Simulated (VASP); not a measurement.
Runs of VASP 6.6.1 on Cu2Rh. The structure is that of space group I4/mmm (No. 139), or close to it. The cells are those of the table. 

```tsv
task	potentials or basis	cell	k mesh	cutoff (eV)	second run	gap on the mesh (eV)	pressure (GPa)	largest force (eV/Å)
single point	VASP PAW PBE potentials, release 64 (Cu_sv_GW, Rh_sv_GW)	a = 3.971 Å, angles 125.0, 125.0, 81.5°, 3 atoms	8 × 8 × 8	700	valence_matched	none	391.5	267.22
relaxation of cell and atoms	VASP PAW PBE potentials, release 64 (Cu, Rh_pv)	relaxed from a = 3.971 Å, angles 125.0, 125.0, 81.5°, 3 atoms	6 × 6 × 6	600	-	none	-0.3	-
single point	VASP PAW PBE potentials, release 64 (Cu, Rh_pv)	a = 3.971 Å, angles 125.0, 125.0, 81.5°, 3 atoms	8 × 8 × 8	520	-	none	59.1	(b)
single point	VASP PAW PBE potentials, release 64 (Cu, Rh_pv)	a = 5.505 Å, angles 151.3, 151.3, 41.0°, 3 atoms	6 × 6 × 6	520	-	none	0.1	(a)
```

Alike in all rows: level PBE; no spin polarisation; smearing gaussian 0.1 eV.

**Question.** Estimate the missing entries.

**Answer.** (a) 0.04; (b) 38.73.

Caveats: some runs use coarse meshes; forces of over 1 eV/Å act on the atoms, so gaps and moduli don't describe the material at rest (some runs).

A k mesh can miss the band edges, and the runs leave out spin-orbit coupling on Rh.

A gap of «none» marks levels without a gap at the run's occupations.

The runs don't all hold the same shells in valence.
